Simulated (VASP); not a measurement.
**TiIn4: single point with PBE**

The system is TiIn4.

```xyz
5
Lattice="-3.2669 3.2669 3.2669 3.2669 -3.2669 3.2669 3.2669 3.2669 -3.2669" Properties=species:S:1:pos:R:3 pbc="T T T"
Ti    0.0000    0.0000    0.0000
In    1.6335    1.6335    1.6335
In   -1.6335    1.6335    1.6335
In    1.6335    1.6335   -1.6335
In    1.6335   -1.6335    1.6335
```

The cell was generated, and may not be a known phase.

| Property | Result |
| --- | --- |
| Program | VASP 6.6.1 |
| Task | single point |
| Functional | PBE |
| Potentials or basis | VASP PAW PBE potentials, release 64 (Ti_sv, In_d) |
| Cutoff | 520 eV |
| k mesh | 4 × 4 × 4 |
| Occupations | gaussian, width 0.1 eV |
| Spin | no spin polarisation |
| Dipole correction | no |
| Further INCAR settings | ALGO = Normal; EDIFF = 1e-06; NBANDS = 40 |

```yaml
Pressure: -0.1 GPa
Band_gap_on_the_k_mesh: zero (bands 32 and 33 overlap by 0.96 eV)
```

Levels at points of the mesh, in eV from the Fermi level:
```tsv
k point	band 29	band 30	band 31	band 32	band 33	band 34	band 35	band 36
(0.00, 0.00, 0.00)	-0.74	-0.74	-0.74	-0.06	-0.06	-0.06	1.02	1.02
(0.50, 0.00, 0.00)	-1.62	-0.96	0.02	0.19	0.35	1.61	2.21	2.32
(0.50, 0.50, 0.50)	-2.67	-2.67	-0.46	-0.46	-0.46	1.16	2.01	2.01
```

Run time: 33 s on 1 thread of AMD EPYC 9R45 96-Core Processor (Zen 5) (shared host), peak memory 0.23 GiB.

Caveat: spin-orbit coupling is left out, which moves the levels of the heavy elements.
